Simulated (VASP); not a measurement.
Input of a VASP 6.6.1 run:

Contents of POSCAR:

```
LiH
1.0
    0.0000000000      2.0502388037      2.0502388037
    2.0502388037      0.0000000000      2.0502388037
    2.0502388037      2.0502388037      0.0000000000
Li H
1 1
Direct
    0.0000000000      0.0000000000      0.0000000000
    0.5000000000      0.5000000000      0.5000000000
```

INCAR.step1

```
PREC = Accurate ; ENCUT = 520
ISMEAR = -1 ; SIGMA = 0.05
LREAL = F ; LASPH = T
NELM = 80 ; NBANDS = 9
GGA = PE ; ALGO = Normal
EDIFF = 1E-4 ; LWAVE = T
LCHARG = F
```

Contents of INCAR.step2:

```
PREC = Accurate ; ENCUT = 520
EDIFF = 1E-6 ; ISMEAR = -1
SIGMA = 0.05 ; LREAL = F
LASPH = T ; NELM = 80
ALGO = Normal ; ISIF = 2
LWAVE = F ; LCHARG = F
METAGGA = R2SCAN ; LMIXTAU = T
NBANDS = 9 ; ISTART = 1
```

Contents of KPOINTS:

```
regular mesh
0
Gamma
  11 11 11
```

Potentials or basis: VASP PAW PBE potentials, release 64 (Li_sv, H).

The run is started by

```bash
$ cat potpaw_PBE.64/Li_sv/POTCAR potpaw_PBE.64/H/POTCAR > POTCAR
$ cp INCAR.step1 INCAR
$ mpirun -np 1 vasp_std > vasp.out
$ cp INCAR.step2 INCAR
$ mpirun -np 1 vasp_std > vasp.out
```

**Question.** Estimate the band gap on the k mesh.

**Answer.** 3.81 eV.

Caveat: an odd mesh through Γ misses points on the zone boundary, where band edges can lie.
